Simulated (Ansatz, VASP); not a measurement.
**PbO2: VASP beside Ansatz**

Contents of INCAR:

```
ALGO     = Fast           # electronic algorithm
EDIFF    = 1E-6           # SCF threshold, eV
EDIFFG   = -0.01          # ionic threshold
ENCUT    = 600            # plane-wave cutoff, eV
GGA      = PE             # functional
IBRION   = 2              # ionic algorithm
ISIF     = 3              # what is computed and relaxed
ISMEAR   = 0              # smearing method
LASPH    = T              # aspherical terms in the spheres
LCHARG   = F              # write CHGCAR
LREAL    = F              # projectors in reciprocal space
LWAVE    = F              # write WAVECAR
NELM     = 80             # most SCF steps
NSW      = 80             # ionic steps
PREC     = Accurate       # precision mode
SIGMA    = 0.1            # smearing width, eV
```

The input KPOINTS:

```
k-points
0
Gamma
  10 10 6
```

POSCAR

```
PbO2
1.0
    3.7797625838      0.0000000000      0.0000000000
    0.0000000000      3.7797625838      0.0000000000
    0.0000000000      0.0000000000      5.7506448923
Pb O
2 4
Direct
    0.5000000000      0.5000000000      0.5000000000
    0.0000000000      0.0000000000      0.0000000000
    0.0000000000      0.5000000000      0.6850709883
    0.5000000000      0.0000000000      0.8149290117
    0.5000000000      0.0000000000      0.3149290117
    0.0000000000      0.5000000000      0.1850709883
```

Input for Ansatz:

```yaml
crystal:
  lattice:
    - [3.7797625838, 0.0, 0.0]
    - [0.0, 3.7797625838, 0.0]
    - [0.0, 0.0, 5.7506448923]
  atoms:
    - { symbol: Pb, position: [0.5, 0.5, 0.5] }
    - { symbol: Pb, position: [0.0, 0.0, 0.0] }
    - { symbol: O, position: [0.0, 0.5, 0.6850709883] }
    - { symbol: O, position: [0.5, 0.0, 0.8149290117] }
    - { symbol: O, position: [0.5, 0.0, 0.3149290117] }
    - { symbol: O, position: [0.0, 0.5, 0.1850709883] }
basis:
  ecutwfc: 420
kpoints:
  mp_grid: { grid: [10, 10, 6] }
hamiltonian:
  xc: pbe
scf:
  occupations: { method: gaussian, width: 0.1 }
output:
  forces: true
  stress: true
  eigenvalues: true
  write_density: true
  write_potential: true
  elf: true
  volumetric_format: npy
relax:
  adjacent_minimum: "off"
  f_tol: 0.01
  max_steps: 60
  cell: { stress_tol: 0.1 }
```

Alike in both runs: task relaxation of cell and atoms; functional PBE; k mesh 10 × 10 × 6; occupations gaussian, width 0.1 eV; no spin polarisation.

```csv
,VASP,Ansatz
version,VASP 6.6.1,Ansatz 0.2.0
potentials or method,"VASP PAW PBE potentials, release 64 (Pb_d, O), cutoff 600 eV","scalar-relativistic, plane waves, PAW"
valence electrons in the cell,52,52
```

Ansatz gave:

```
gap on the k mesh at the Fermi level, each at its own relaxed structure (eV)  : none
relaxed volume (Å³/atom)                                                      : 13.71
relaxed length of the cell vector where the two differ most in proportion (Å) : 5.758
```

Q: Estimate VASP's values.

A: gap on the k mesh at the Fermi level, each at its own relaxed structure (eV): none; relaxed volume (Å³/atom): 13.69; relaxed length of the cell vector where the two differ most in proportion (Å): 5.749.

A gap of «none» marks a metal or a gap that the smearing closes.

Neither program's run includes spin-orbit coupling.
